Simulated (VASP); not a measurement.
Wanted: the native input for a VASP 6.6.1 run.

- Task: relaxation of cell and atoms
- Functional: BLYP
- Potentials or basis: VASP PAW PBE potentials, release 64 (I, Cu)
- Cutoff: 600 eV
- k mesh: 8 × 8 × 8
- Occupations: fermi-dirac, width 0.05 eV
- Spin: no spin polarisation
- Dipole correction: no
- Further INCAR settings: ALGO = Normal; EDIFF = 1e-06; IBRION = 2; EDIFFG = -0.02; NSW = 80; ISIF = 3

The structure of CuI (Marshite) lies in POSCAR:

```
CuI
1.0
    0.0000000000      3.0315000000      3.0315000000
    3.0315000000      0.0000000000      3.0315000000
    3.0315000000      3.0315000000      0.0000000000
I Cu
1 1
Direct
    0.0000000000      0.0000000000      0.0000000000
    0.7500000000      0.7500000000      0.7500000000
```

The input as run:

INCAR

```
SYSTEM = CuI
PREC = Accurate ; ENCUT = 600
EDIFF = 1E-6 ; ISMEAR = -1
SIGMA = 0.05 ; LREAL = .False.
LASPH = .True. ; NELM = 80
ALGO = Normal ; ISIF = 3
LWAVE = .False. ; LCHARG = .False.
GGA = B5 ; ALDAX = 1.0
AGGAX = 1.0 ; AGGAC = 1.0
ALDAC = 0.0 ; IBRION = 2
NSW = 80 ; EDIFFG = -0.02
```

KPOINTS

```
regular mesh
0
Gamma
  8 8 8
  0 0 0
```

Potentials or basis: VASP PAW PBE potentials, release 64 (I, Cu).

Run with:

```console
$ cat potpaw_PBE.64/I/POTCAR potpaw_PBE.64/Cu/POTCAR > POTCAR
$ mpirun -np 1 vasp_std > vasp.out
```

Results of the run:

```yaml
Relaxed_volume: 30.66 Å³/atom
Relaxed_cell: a = 4.426 Å, b = 4.426 Å, c = 4.426 Å, α = 60.00°, β = 60.00°, γ = 60.00°
Space_group_after_relaxing_to_0.05_Å: F-43m (No. 216)
Energy_gained_by_relaxing: 28.8 meV/atom
Ionic_steps: 4
Pressure_after_relaxing: 0.0 GPa
Band_gap_on_the_k_mesh: 0.98 eV, direct
```

Caveat: the PAW data sets were made with another functional, which shifts forces and pressure a little; spin-orbit coupling is left out, which moves the levels of the heavy elements; the volume moved by +10 % from the deposited cell, more than functionals usually miss.

It took 2.7 min on 1 thread of Intel(R) Xeon(R) Platinum 8488C (Sapphire Rapids), with other jobs on the host, peak memory 0.22 GiB.
